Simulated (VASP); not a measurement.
# Si3N2 (R-3m) in VASP: notebook

Si3N2 is run at these levels: PBE; tasks: single point, relaxation of cell and atoms.

All numbers are computed with VASP 6.6.1; they aren't measurements. Logs are shortened: lines on timing, memory, paths and dates and some standing lists are left out, and cuts for length are marked.

## 1. The cell of the first run

The structure is trigonal, space group R-3m (No. 166). Conventional cell: a = 2.827 Å, b = 2.827 Å, c = 26.013 Å, α = 90.00°, β = 90.00°, γ = 120.00°. Within 3.7 Å of Si (site symmetry -3m) lie 12 Si at 2.83 to 3.62 Å and 6 N at 2.99 Å. Si (site symmetry 3m) has 3 N at 1.79 Å within 2.4 Å. N (site symmetry 3m) has 3 Si at 1.79 Å within 2.4 Å.

## 2. Single point, PBE

INCAR

```
PREC = Accurate ; ENCUT = 520
EDIFF = 1E-6 ; ISMEAR = 0
SIGMA = 0.1 ; LREAL = F
LASPH = T ; NELM = 100
ALGO = Normal ; ISIF = 2
LWAVE = F ; LCHARG = F
GGA = PE ; NBANDS = 19
```

KPOINTS

```
Automatic mesh
0
Gamma
  6 6 6
```

POSCAR

```
Si3N2
1.0
    1.4137175266      0.8162101946      8.6708743305
   -1.4137175266      0.8162101946      8.6708743305
    0.0000000000     -1.6324203891      8.6708743305
Si N
3 2
Direct
    0.0000000000      0.0000000000      0.0000000000
    0.2092242150      0.2092242150      0.2092242150
    0.7907757850      0.7907757850      0.7907757850
    0.4296476598      0.4296476598      0.4296476598
    0.5703523402      0.5703523402      0.5703523402
```

Potentials or basis: VASP PAW PBE potentials, release 64 (Si, N).

Launch:

```sh
$ cat potpaw_PBE.64/Si/POTCAR potpaw_PBE.64/N/POTCAR > POTCAR
$ mpirun -np 1 vasp_std > vasp.out
```

OUTCAR:

```text
PREC = Accurate
   ENCUT = 520
   EDIFF = 1E-6
   ISMEAR = 0
   LREAL = F
   LASPH = T
   NELM = 100
   ISIF = 2
   GGA = PE

 ion  position               nearest neighbor table
   1  0.000  0.000  0.000-
   2  0.209  0.209  0.209-   5 1.79   5 1.79   5 1.79   3 2.75   3 2.75   3 2.75
   3  0.791  0.791  0.791-   4 1.79   4 1.79   4 1.79   2 2.75   2 2.75   2 2.75
   4  0.430  0.430  0.430-   3 1.79   3 1.79   3 1.79
   5  0.570  0.570  0.570-   2 1.79   2 1.79   2 1.79

  LATTYP: Found a trigonal (rhomboedric) cell.
 ALAT       =     8.8231999854
 COS(alpha) =     0.9486544235

  Lattice vectors:

 A1 = (   1.4137175266,   0.8162101946,   8.6708743305)
 A2 = (  -1.4137175266,   0.8162101946,   8.6708743305)
 A3 = (   0.0000000000,  -1.6324203891,   8.6708743305)

Analysis of symmetry for initial positions (statically):
=====================================================================
 Subroutine PRICEL returns:
 Original cell was already a primitive cell.

 Routine SETGRP: Setting up the symmetry group for a
 trigonal (rhombohedral) supercell.

 Subroutine GETGRP returns: Found 12 space group operations
 (whereof 12 operations were pure point group operations)
 out of a pool of 12 trial point group operations.

The static configuration has the point symmetry D_3d.

Analysis of symmetry for dynamics (positions and initial velocities):
=====================================================================
 Subroutine PRICEL returns:
 Original cell was already a primitive cell.

 Routine SETGRP: Setting up the symmetry group for a
 trigonal (rhombohedral) supercell.

 Subroutine GETGRP returns: Found 12 space group operations
 (whereof 12 operations were pure point group operations)
 out of a pool of 12 trial point group operations.

The dynamic configuration has the point symmetry D_3d.

 Subroutine INISYM returns: Found 12 space group operations
 (whereof 12 operations are pure point group operations),
 and found     1 'primitive' translations

----------------------------------------------------------------------------------------

                                     Primitive cell

  volume of cell :      60.0314
[... 92 lines left out ...]
   LASPH  =      T    aspherical Exc in radial PAW
   ENCUT  =  520.0 eV  38.22 Ry    6.18 a.u.  16.41 16.41 16.41*2*pi/ulx,y,z
   NELM   =    100;   NELMIN=  2; NELMDL= -5     # of ELM steps
   EDIFF  = 0.1E-05   stopping-criterion for ELM
   LREAL  =      F    real-space projection
   EDIFFG = 0.1E-04   stopping-criterion for IOM
   NSW    =      0    number of steps for IOM
   IBRION =     -1    ionic relax: 0-MD 1-quasi-New 2-CG
   NFREE  =      0    steps in history (QN), initial steepest desc. (CG)
   ISIF   =      2    stress and relaxation
   ISYM   =      2    0-nonsym 1-usesym 2-fastsym
   POTIM  = 0.5000    time-step for ionic-motion
   TEBEG  =    0.0;   TEEND  =   0.0 temperature during run
   PSTRESS=    0.0 pullay stress
   NELECT =      22.0000    total number of electrons
   NUPDOWN=      -1.0000    fix difference up-down
   EMIN   =  10.00;   EMAX   =-10.00  energy-range for DOS
   EFERMI =   0.00;   METHOD = LEGACY
   ISMEAR =     0;   SIGMA  =   0.10  broadening in eV -4-tet -1-fermi 0-gaus
   EFERMI_NEDOS =   21; number of points for ismear=-14 and -15
   IALGO  =     38    algorithm
   IMIX   =      4    mixing-type and parameters
     AMIX     =   0.40;   BMIX     =  1.00
     AMIX_MAG =   1.60;   BMIX_MAG =  1.00
  volume/ion in A,a.u.               =      12.01        81.02
  Fermi-wavevector in a.u.,A,eV,Ry     =   1.171537  2.213885 18.673992  1.372500
  Thomas-Fermi vector in A             =   2.307980
   LORBIT       =      0    0 simple, 1 ext, 2 COOP (PROOUT), +10 PAW based schemes
   GGA     = PE    functional components
   LHFCALC =     F    Hartree Fock is set to
   AEXX    =    0.0000 exact exchange contribution
   IVDW    =     0    specifies the selected vdW correction
   LEPSILON=     F    determine dielectric tensor
   LRPA    =     F    only Hartree local field effects (RPA)
 non-spin polarized calculation
 Gauss-broadening in eV      SIGMA  =   0.10
  energy-cutoff  :      520.00
  volume of cell :       60.03
 maximum number of plane-waves:      1630
 NGX is ok and might be reduce to    70

 number of electron      21.9999999 magnetization

 Free energy of the ion-electron system (eV)
  ---------------------------------------------------
  ext. energy  EPLUGINS =         0.00000000
  ---------------------------------------------------
  free energy    TOTEN  =       -33.43576122 eV

  energy without entropy =      -33.42382204  energy(sigma->0) =      -33.42979163

 E-fermi :   8.5955     XC(G=0): -10.9942

 val. band max:        8.5350683151   @ k =   0.5000   0.3333  -0.0000
 cond. band min:       8.6618792877   @ k =  -0.1667   0.3333   0.1667
 fundamental gap:      0.1268109726
 Fermi energy:         8.5954760545

 k-point     1 :       0.0000    0.0000    0.0000
  band No.  band energies     occupation
      1     -10.5870      2.00000
      2     -10.0587      2.00000
      3      -2.7306      2.00000
      4      -0.6022      2.00000
      5       1.9364      2.00000
      6       5.2516      2.00000
[... 505 lines left out ...]
      6       2.1226      2.00000
[... 11 lines left out ...]
     18      16.2354      0.00000
     19      16.3936      0.00000

 [... further k-points ...]

------------------------ aborting loop because EDIFF is reached ----------------------------------------

  FORCE on cell =-STRESS in cart. coord.  units (eV):
  Direction    XX          YY          ZZ          XY          YZ          ZX
  --------------------------------------------------------------------------------------
  -------------------------------------------------------------------------------------
  Total        0.0218925      0.0218925     -0.0370728      0.0000000     -0.0000000      0.0000000
  in kB        0.5842894      0.5842894     -0.9894336      0.0000000     -0.0000000      0.0000000
  external PRESSURE =       0.0597151 kB  Pullay stress =       0.0000000 kB

 VOLUME and BASIS-vectors are now :
 -----------------------------------------------------------------------------
  energy-cutoff  :      520.00
  volume of cell :       60.03
      direct lattice vectors                 reciprocal lattice vectors
     1.413717527  0.816210195  8.670874331     0.353677443  0.204195767  0.038442874
    -1.413717527  0.816210195  8.670874331    -0.353677443  0.204195767  0.038442874
     0.000000000 -1.632420389  8.670874331     0.000000000 -0.408391534  0.038442874

 POSITION                                       TOTAL-FORCE (eV/Angst)
 -----------------------------------------------------------------------------------
      0.00000      0.00000      0.00000         0.000000     -0.000000     -0.000000
      0.00000      0.00000      5.44247         0.000000      0.000000      0.049450
      0.00000      0.00000     20.57015         0.000000     -0.000000     -0.049450
      0.00000      0.00000     11.17626         0.000000      0.000000      0.026245
      0.00000      0.00000     14.83636         0.000000     -0.000000     -0.026245
 -----------------------------------------------------------------------------------
    total drift:                               -0.000000     -0.000000     -0.000000

  FREE ENERGIE OF THE ION-ELECTRON SYSTEM (eV)
  ---------------------------------------------------
  free  energy   TOTEN  =       -33.4357612163 eV

  energy  without entropy=      -33.4238220416  energy(sigma->0) =      -33.42979163
```

stdout:

```text
POSCAR found type information on POSCAR SiN
 POSCAR found :  2 types and       5 ions
 scaLAPACK will be used
 LDA part: xc-table for (Slater+PW92), standard interpolation
 POSCAR, INCAR and KPOINTS ok, starting setup
 FFT: planning ... GRIDC
 FFT: planning ... GRID_SOFT
 FFT: planning ... GRID
 WAVECAR not read
 entering main loop
```

Run time: 3.7 min. Hardware: 1 thread of Intel Xeon 6975P-C (Granite Rapids), shared host; peak memory 0.61 GiB.

Results:

```yaml
Free_energy: -33.4358 eV
Pressure: 0.0 GPa
Largest_force: 0.049 eV/Å
Band_gap_on_the_k_mesh: zero (bands 11 and 12 overlap by 3.01 eV)
```

Forces in eV/Å, atoms in the order of the input:
```
Si   0.000  0.000  0.000
Si   0.000  0.000  0.049
Si   0.000  0.000 -0.049
N    0.000  0.000  0.026
N    0.000  0.000 -0.026
```

Caveat: the k points lie up to 0.43 Å⁻¹ apart, too coarse for converged energies and pressures of a metal.

## 3. Single point, PBE

This run uses another cell than the first one: it holds 10 atoms, not 5.

INCAR

```
SYSTEM = Si3N2
PREC = Accurate ; ENCUT = 520
EDIFF = 1E-6 ; ISMEAR = 0
SIGMA = 0.1 ; LREAL = .False.
LASPH = .True. ; NELM = 60
ALGO = Normal ; ISIF = 2
LWAVE = .False. ; LCHARG = .False.
GGA = PE ; NBANDS = 33
```

KPOINTS

```
regular mesh
0
Gamma
  6 6 6
  0 0 0
```

POSCAR

```
Si3N2
1.0
    3.0111537476      1.7384904267      4.0057487257
   -3.0111537476      1.7384904267      4.0057487257
    0.0000000000     -3.4769808535      4.0057487257
Si N
6 4
Direct
    0.2499874355      0.2500125645      0.7500000000
    0.7500000000      0.2499874355      0.2500125645
    0.2500125645      0.7500000000      0.2499874355
    0.7500125645      0.7499874355      0.2500000000
    0.2500000000      0.7500125645      0.7499874355
    0.7499874355      0.2500000000      0.7500125645
    0.8706871986      0.8706871986      0.8706871986
    0.6293128014      0.6293128014      0.6293128014
    0.1293128014      0.1293128014      0.1293128014
    0.3706871986      0.3706871986      0.3706871986
```

Potentials or basis: VASP PAW PBE potentials, release 64 (Si, N).

Launch:

```sh
$ cat potpaw_PBE.64/Si/POTCAR potpaw_PBE.64/N/POTCAR > POTCAR
$ mpirun -np 1 vasp_std > vasp.out
```

Run time: 72 s. Hardware: 1 thread of Intel Xeon 6975P-C (Granite Rapids), shared host; peak memory 0.29 GiB.

The run converged. Its results:

- Free energy: -60.8007 eV
- Pressure: 0.0 GPa
- Largest force: 0.006 eV/Å
- Band gap on the k mesh: zero (bands 22 and 23 overlap by 0.86 eV)

Forces in eV/Å, atoms in the order of the input:
```
Si   0.000  0.000  0.000
Si   0.000  0.000  0.000
Si   0.000  0.000  0.000
Si   0.000  0.000  0.000
Si   0.000  0.000  0.000
Si   0.000  0.000  0.000
N    0.000  0.000 -0.006
N    0.000  0.000  0.006
N    0.000  0.000  0.006
N    0.000  0.000 -0.006
```

Stress tensor (GPa, compression positive):
```
 0.06  0.00  0.00
 0.00  0.06  0.00
 0.00  0.00 -0.22
```

Levels at points of the mesh, in eV from the Fermi level:
| k point | band 20 | band 21 | band 22 | band 23 | band 24 | band 25 |
| --- | --- | --- | --- | --- | --- | --- |
| (0.00, 0.00, 0.00) | 0.16 | 0.16 | 0.45 | 0.45 | 1.63 | 2.27 |
| (0.50, 0.00, 0.00) | -0.79 | -0.78 | -0.78 | -0.41 | -0.41 | 0.21 |
| (0.50, 0.50, 0.00) | -0.92 | -0.72 | -0.58 | 0.86 | 1.57 | 1.91 |
| (0.50, 0.50, 0.50) | -0.55 | -0.55 | -0.55 | 1.09 | 1.09 | 1.09 |

(Part 1 of 2 ends here.)
